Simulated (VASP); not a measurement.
# TePb in VASP: notebook

TePb is run at these levels: PBE, r2SCAN; tasks: single point.

All numbers are computed with VASP 6.6.1; they aren't measurements. Logs are shortened: lines on timing, memory, paths and dates and some standing lists are left out, and cuts for length are marked.

## (1) The cell of the first run

The structure is orthorhombic, space group Immm (No. 71). Conventional cell: a = 4.529 Å, b = 4.714 Å, c = 6.536 Å, α = 90.00°, β = 90.00°, γ = 90.00°. Within 4.3 Å of Pb (site symmetry mmm) lie 6 Te at 3.27 Å. Within 4.3 Å of Te (site symmetry mmm) lie 6 Pb at 3.27 Å.

## (2) Single point, PBE (shear xy strain +4.0%)

INCAR reads:

```
PREC = Accurate
ENCUT = 520
EDIFF = 1E-7
ISMEAR = 0
SIGMA = 0.01
LREAL = False
LASPH = True
NELM = 80
ALGO = Normal
ISIF = 2
LWAVE = False
LCHARG = False
GGA = PE
NBANDS = 17
```

KPOINTS reads:

```
Automatic mesh
0
Gamma
  4 4 4
```

POSCAR reads:

```
TePb
1.0
    0.0653567368      3.2678368377      3.2678368377
    3.2678368377      0.0653567368      3.2678368377
    3.3331935744      3.3331935744     -0.0000000001
Pb Te
1 1
Direct
    0.0000000000      0.0000000000      0.0000000000
    0.5000000000      0.5000000000      0.5000000000
```

Potentials or basis: VASP PAW PBE potentials, release 64 (Pb_d, Te).

Run with:

```sh
$ cat potpaw_PBE.64/Pb_d/POTCAR potpaw_PBE.64/Te/POTCAR > POTCAR
$ mpirun -np 1 vasp_std > vasp.out
```

OUTCAR:

```text
PREC = Accurate
   ENCUT = 520
   EDIFF = 1E-7
   ISMEAR = 0
   LREAL = False
   LASPH = True
   NELM = 80
   ISIF = 2
   GGA = PE

 ion  position               nearest neighbor table
   1  0.000  0.000  0.000-   2 3.27   2 3.27   2 3.27   2 3.27   2 3.27   2 3.27
   2  0.500  0.500  0.500-   1 3.27   1 3.27   1 3.27   1 3.27   1 3.27   1 3.27

  LATTYP: Found a body centered orthorhombic cell.
 ALAT       =     4.5289907919
 B/A-ratio  =     1.0408163265
 C/A-ratio  =     1.4430750637

  Lattice vectors:

 A1 = (   3.2678368376,   0.0653567367,  -3.2678368378)
 A2 = (  -3.2678368377,  -0.0653567368,  -3.2678368377)
 A3 = (   0.0653567368,   3.2678368377,   3.2678368377)

Analysis of symmetry for initial positions (statically):
=====================================================================
 Subroutine PRICEL returns:
 Original cell was already a primitive cell.

 Routine SETGRP: Setting up the symmetry group for a
 body centered orthorhombic supercell.

 Subroutine GETGRP returns: Found  8 space group operations
 (whereof  8 operations were pure point group operations)
 out of a pool of  8 trial point group operations.

The static configuration has the point symmetry D_2h.

Analysis of symmetry for dynamics (positions and initial velocities):
=====================================================================
 Subroutine PRICEL returns:
 Original cell was already a primitive cell.

 Routine SETGRP: Setting up the symmetry group for a
 body centered orthorhombic supercell.

 Subroutine GETGRP returns: Found  8 space group operations
 (whereof  8 operations were pure point group operations)
 out of a pool of  8 trial point group operations.

The dynamic configuration has the point symmetry D_2h.

 Subroutine INISYM returns: Found  8 space group operations
 (whereof  8 operations are pure point group operations),
 and found     1 'primitive' translations

----------------------------------------------------------------------------------------

                                     Primitive cell

  volume of cell :      69.7650

  direct lattice vectors                    reciprocal lattice vectors
     0.065356737  3.267836838  3.267836838    -0.156128995  0.156128995  0.153006415
     3.267836838  0.065356737  3.267836838     0.156128995 -0.156128995  0.153006415
     3.333193574  3.333193574 -0.000000000     0.150006289  0.150006289 -0.153006415

  length of vectors
     4.621881294  4.621881294  4.713847559     0.268632629  0.268632629  0.261562109

  position of ions in fractional coordinates (direct lattice)
     0.000000000  0.000000000  0.000000000
     0.500000000  0.500000000  0.500000000

  ion indices of the primitive-cell ions
   primitive index   ion index
                 1           1
                 2           2

----------------------------------------------------------------------------------------

 KPOINTS: Automatic mesh

Automatic generation of k-mesh.
 Grid dimensions read from file:
 generate k-points for:    4    4    4

 Generating k-lattice:

  Cartesian coordinates                     Fractional coordinates (reciprocal lattice)
    -0.039032249  0.039032249  0.038251604     0.250000000 -0.000000000  0.000000000
     0.039032249 -0.039032249  0.038251604    -0.000000000  0.250000000  0.000000000
     0.037501572  0.037501572 -0.038251604     0.000000000  0.000000000  0.250000000

  Length of vectors
     0.067158157  0.067158157  0.065390527

  Shift w.r.t. Gamma in fractional coordinates (k-lattice)
     0.000000000  0.000000000  0.000000000

 Subroutine IBZKPT returns following result:
 ===========================================

 Found     18 irreducible k-points:

 Following reciprocal coordinates:
            Coordinates               Weight
  0.000000  0.000000  0.000000      1.000000
  0.250000 -0.000000 -0.000000      4.000000
  0.500000 -0.000000 -0.000000      2.000000
  0.250000  0.250000 -0.000000      2.000000
  0.500000  0.250000  0.000000      4.000000
 -0.250000  0.250000  0.000000      2.000000
[... 10 lines left out ...]
  0.250000  0.250000  0.500000      2.000000
 -0.250000  0.250000  0.500000      2.000000
   k-points           NKPTS =     18   k-points in BZ     NKDIM =     18   number of bands    NBANDS=     17
   number of dos      NEDOS =    301   number of ions     NIONS =      2
   total plane-waves  NPLWV =  46656
   dimension x,y,z NGX =    36 NGY =   36 NGZ =   36
   dimension x,y,z NGXF=    72 NGYF=   72 NGZF=   72
   ions per type =               1   1
   NGX,Y,Z   is equivalent  to a cutoff of  12.95, 12.95, 12.70 a.u.
   NGXF,Y,Z  is equivalent  to a cutoff of  25.90, 25.90, 25.39 a.u.
 SYSTEM =  unknown system
   PREC   = accura    normal or accurate (medium, high low for compatibility)
   ISTART =      0    job   : 0-new  1-cont  2-samecut
   ICHARG =      2    charge: 1-file 2-atom 10-const
   ISPIN  =      1    spin polarized calculation?
   LNONCOLLINEAR =      F non collinear calculations
   LSORBIT =      F    spin-orbit coupling
   LASPH  =      T    aspherical Exc in radial PAW
   ENCUT  =  520.0 eV  38.22 Ry    6.18 a.u.   8.59  8.59  8.76*2*pi/ulx,y,z
   NELM   =     80;   NELMIN=  2; NELMDL= -5     # of ELM steps
   EDIFF  = 0.1E-06   stopping-criterion for ELM
   LREAL  =      F    real-space projection
   EDIFFG = 0.1E-05   stopping-criterion for IOM
   NSW    =      0    number of steps for IOM
   IBRION =     -1    ionic relax: 0-MD 1-quasi-New 2-CG
   NFREE  =      0    steps in history (QN), initial steepest desc. (CG)
   ISIF   =      2    stress and relaxation
   ISYM   =      2    0-nonsym 1-usesym 2-fastsym
   POTIM  = 0.5000    time-step for ionic-motion
   TEBEG  =    0.0;   TEEND  =   0.0 temperature during run
   PSTRESS=    0.0 pullay stress
   NELECT =      20.0000    total number of electrons
   NUPDOWN=      -1.0000    fix difference up-down
   EMIN   =  10.00;   EMAX   =-10.00  energy-range for DOS
   EFERMI =   0.00;   METHOD = LEGACY
   ISMEAR =     0;   SIGMA  =   0.01  broadening in eV -4-tet -1-fermi 0-gaus
   EFERMI_NEDOS =   21; number of points for ismear=-14 and -15
   IALGO  =     38    algorithm
   IMIX   =      4    mixing-type and parameters
     AMIX     =   0.40;   BMIX     =  1.00
     AMIX_MAG =   1.60;   BMIX_MAG =  1.00
  volume/ion in A,a.u.               =      34.88       235.40
  Fermi-wavevector in a.u.,A,eV,Ry     =   1.079458  2.039880 15.853909  1.165229
  Thomas-Fermi vector in A             =   2.215423
   LORBIT       =      0    0 simple, 1 ext, 2 COOP (PROOUT), +10 PAW based schemes
   GGA     = PE    functional components
   LHFCALC =     F    Hartree Fock is set to
   AEXX    =    0.0000 exact exchange contribution
   IVDW    =     0    specifies the selected vdW correction
   LEPSILON=     F    determine dielectric tensor
   LRPA    =     F    only Hartree local field effects (RPA)
 non-spin polarized calculation
 Gauss-broadening in eV      SIGMA  =   0.01
  energy-cutoff  :      520.00
  volume of cell :       69.76
 maximum number of plane-waves:      1894
 NGX is ok and might be reduce to    36
   NGX = 17   NGY = 17   NGZ = 17

 number of electron      20.0000000 magnetization

 Free energy of the ion-electron system (eV)
  ---------------------------------------------------
  ext. energy  EPLUGINS =         0.00000000
  ---------------------------------------------------
  free energy    TOTEN  =        -7.50800278 eV

  energy without entropy =       -7.50800278  energy(sigma->0) =       -7.50800278

 E-fermi :   5.3217     XC(G=0):  -9.1535

 val. band max:        5.2738039056   @ k =   0.0000   0.0000   0.5000
 cond. band min:       5.8777977872   @ k =   0.5000  -0.0000  -0.0000
 fundamental gap:      0.6039938816
 Fermi energy:         5.3217381720

 k-point     1 :       0.0000    0.0000    0.0000
  band No.  band energies     occupation
      1     -11.4861      2.00000
      2     -11.4831      2.00000
      3     -11.4776      2.00000
      4     -11.4745      2.00000
      5     -11.4739      2.00000
      6      -6.5473      2.00000
[... 9 lines left out ...]
     16      11.3067      0.00000
     17      12.6636      0.00000

 k-point     2 :       0.2500   -0.0000   -0.0000
  band No.  band energies     occupation
      1     -11.4900      2.00000
      2     -11.4876      2.00000
      3     -11.4761      2.00000
      4     -11.4702      2.00000
      5     -11.4670      2.00000
      6      -6.0429      2.00000
[... 9 lines left out ...]
     16      12.2941      0.00000
     17      15.4288      0.00000

 k-point     3 :       0.5000   -0.0000   -0.0000
  band No.  band energies     occupation
      1     -11.4974      2.00000
      2     -11.4933      2.00000
      3     -11.4757      2.00000
      4     -11.4613      2.00000
      5     -11.4588      2.00000
      6      -5.1706      2.00000
[... 9 lines left out ...]
     16      14.3055      0.00000
     17      14.9643      0.00000

 k-point     4 :       0.2500    0.2500   -0.0000
  band No.  band energies     occupation
      1     -11.5051      2.00000
      2     -11.4804      2.00000
      3     -11.4783      2.00000
      4     -11.4674      2.00000
      5     -11.4630      2.00000
      6      -5.9020      2.00000
[... 9 lines left out ...]
     16      13.5670      0.00000
     17      13.8288      0.00000

 k-point     5 :       0.5000    0.2500    0.0000
  band No.  band energies     occupation
      1     -11.5128      2.00000
      2     -11.4848      2.00000
      3     -11.4760      2.00000
      4     -11.4645      2.00000
      5     -11.4555      2.00000
      6      -5.1012      2.00000
[... 9 lines left out ...]
     16      14.7790      0.00000
     17      15.6103      0.00000

 k-point     6 :      -0.2500    0.2500    0.0000
  band No.  band energies     occupation
      1     -11.4963      2.00000
      2     -11.4938      2.00000
      3     -11.4736      2.00000
      4     -11.4646      2.00000
      5     -11.4621      2.00000
      6      -5.3377      2.00000
[... 9 lines left out ...]
     16      14.0865      0.00000
     17      14.7816      0.00000

 k-point     7 :       0.5000    0.5000   -0.0000
  band No.  band energies     occupation
      1     -11.5346      2.00000
      2     -11.4851      2.00000
      3     -11.4735      2.00000
      4     -11.4564      2.00000
      5     -11.4508      2.00000
      6      -4.9843      2.00000
[... 9 lines left out ...]
     16      15.9212      0.00000
     17      16.1742      0.00000

 k-point     8 :       0.0000    0.0000    0.2500
  band No.  band energies     occupation
      1     -11.4923      2.00000
      2     -11.4884      2.00000
      3     -11.4733      2.00000
      4     -11.4706      2.00000
      5     -11.4672      2.00000
      6      -6.0638      2.00000
[... 9 lines left out ...]
     16      12.3503      0.00000
     17      15.2538      0.00000
[... 83 lines left out ...]
      1     -11.5192      2.00000
      2     -11.4844      2.00000
      3     -11.4701      2.00000
      4     -11.4698      2.00000
      5     -11.4531      2.00000
      6      -4.8352      2.00000
[... 9 lines left out ...]
     16      16.1042      0.00000
     17      16.1649      0.00000

 k-point    14 :       0.0000    0.0000    0.5000
  band No.  band energies     occupation
      1     -11.4989      2.00000
      2     -11.4942      2.00000
      3     -11.4722      2.00000
      4     -11.4630      2.00000
      5     -11.4602      2.00000
      6      -5.2244      2.00000
[... 9 lines left out ...]
     16      14.5557      0.00000
     17      14.6057      0.00000

 k-point    15 :       0.2500    0.0000    0.5000
  band No.  band energies     occupation
      1     -11.5136      2.00000
      2     -11.4849      2.00000
      3     -11.4757      2.00000
      4     -11.4623      2.00000
      5     -11.4579      2.00000
      6      -5.1275      2.00000
[... 9 lines left out ...]
     16      14.7712      0.00000
     17      15.5012      0.00000

 k-point    16 :       0.5000    0.0000    0.5000
  band No.  band energies     occupation
      1     -11.5345      2.00000
      2     -11.4849      2.00000
      3     -11.4734      2.00000
      4     -11.4537      2.00000
      5     -11.4534      2.00000
      6      -4.9814      2.00000
[... 9 lines left out ...]
     16      15.8053      0.00000
     17      16.1820      0.00000

 k-point    17 :       0.2500    0.2500    0.5000
  band No.  band energies     occupation
      1     -11.5022      2.00000
      2     -11.4902      2.00000
      3     -11.4671      2.00000
      4     -11.4667      2.00000
      5     -11.4662      2.00000
      6      -5.3965      2.00000
[... 9 lines left out ...]
     16      13.3520      0.00000
     17      14.3989      0.00000

 k-point    18 :      -0.2500    0.2500    0.5000
  band No.  band energies     occupation
      1     -11.5194      2.00000
      2     -11.4840      2.00000
      3     -11.4729      2.00000
      4     -11.4662      2.00000
      5     -11.4537      2.00000
      6      -4.8334      2.00000
[... 9 lines left out ...]
     16      15.9191      0.00000
     17      16.0197      0.00000

------------------------ aborting loop because EDIFF is reached ----------------------------------------

  FORCE on cell =-STRESS in cart. coord.  units (eV):
  Direction    XX          YY          ZZ          XY          YZ          ZX
  --------------------------------------------------------------------------------------
  -------------------------------------------------------------------------------------
  Total        0.2619718      0.2619718      0.2444434     -0.2720560      0.0000000      0.0000000
  in kB        6.0162770      6.0162770      5.6137315     -6.2478636      0.0000000      0.0000000
  external PRESSURE =       5.8820951 kB  Pullay stress =       0.0000000 kB

 VOLUME and BASIS-vectors are now :
 -----------------------------------------------------------------------------
  energy-cutoff  :      520.00
  volume of cell :       69.76
      direct lattice vectors                 reciprocal lattice vectors
     0.065356737  3.267836838  3.267836838    -0.156128995  0.156128995  0.153006415
     3.267836838  0.065356737  3.267836838     0.156128995 -0.156128995  0.153006415
     3.333193574  3.333193574 -0.000000000     0.150006289  0.150006289 -0.153006415

 POSITION                                       TOTAL-FORCE (eV/Angst)
 -----------------------------------------------------------------------------------
      0.00000      0.00000      0.00000         0.000000      0.000000     -0.000000
      3.33319      3.33319      3.26784        -0.000000     -0.000000      0.000000
 -----------------------------------------------------------------------------------
    total drift:                               -0.000000      0.000000      0.000000

  FREE ENERGIE OF THE ION-ELECTRON SYSTEM (eV)
  ---------------------------------------------------
  free  energy   TOTEN  =        -7.5080027818 eV

  energy  without entropy=       -7.5080027818  energy(sigma->0) =       -7.50800278
```

Run time: 14 s. Hardware: 1 thread of Intel Xeon 6975P-C (Granite Rapids), shared host; peak memory 0.21 GiB.

Results:

* Free energy: -7.5080 eV
* Pressure: 0.6 GPa
* Band gap on the k mesh: 0.60 eV, indirect (least direct gap 0.77 eV)

Caveat: the k points lie up to 0.42 Å⁻¹ apart; the cell differs from its parent crystal (shear xy strain +4.0%); spin-orbit coupling is left out, which moves the levels of the heavy elements.

## (3) Single point, PBE

INCAR reads:

```
SYSTEM = TePb
  PREC = Accurate
  ENCUT = 520
  EDIFF = 1E-6
  ISMEAR = -1
  SIGMA = 0.02
  LREAL = .False.
  LASPH = .True.
  NELM = 100
  ALGO = Normal
  ISIF = 2
  LWAVE = .False.
  LCHARG = .False.
  GGA = PE
  NBANDS = 17
```

KPOINTS reads:

```
Automatic mesh
0
Gamma
  8 8 8
  0 0 0
```

POSCAR reads:

```
TePb
1.0
    0.0000000000      3.2678368377      3.2678368377
    3.2678368377      0.0000000000      3.2678368377
    3.2678368377      3.2678368377      0.0000000000
Pb Te
1 1
Direct
    0.0000000000      0.0000000000      0.0000000000
    0.5000000000      0.5000000000      0.5000000000
```

Potentials or basis: VASP PAW PBE potentials, release 64 (Pb_d, Te).

Run with:

```sh
$ cat potpaw_PBE.64/Pb_d/POTCAR potpaw_PBE.64/Te/POTCAR > POTCAR
$ mpirun -np 1 vasp_std > vasp.out
```

Wall time 22 s (1 thread of Intel Xeon 6975P-C (Granite Rapids), shared host); peak memory 0.22 GiB.

The run converged. Its results:

| Quantity | Value |
| --- | --- |
| Free energy | -7.5209 eV |
| Pressure | 0.6 GPa |
| Band gap on the k mesh | 0.80 eV, direct |

Levels at points of the mesh, in eV from the valence-band top:
```csv
k point,band 8,band 9,band 10,band 11,band 12,band 13
"(0.00, 0.00, 0.00)",-1.21,-1.21,-1.21,4.04,4.04,4.04
"(0.50, 0.00, 0.00)",-0.78,-0.78,0.00,0.80,1.36,1.36
"(0.50, 0.50, 0.00)",-4.23,-2.60,-2.60,3.44,5.36,5.36
```

Caveat: spin-orbit coupling is left out, which moves the levels of the heavy elements.

[end of part 1 of 2]
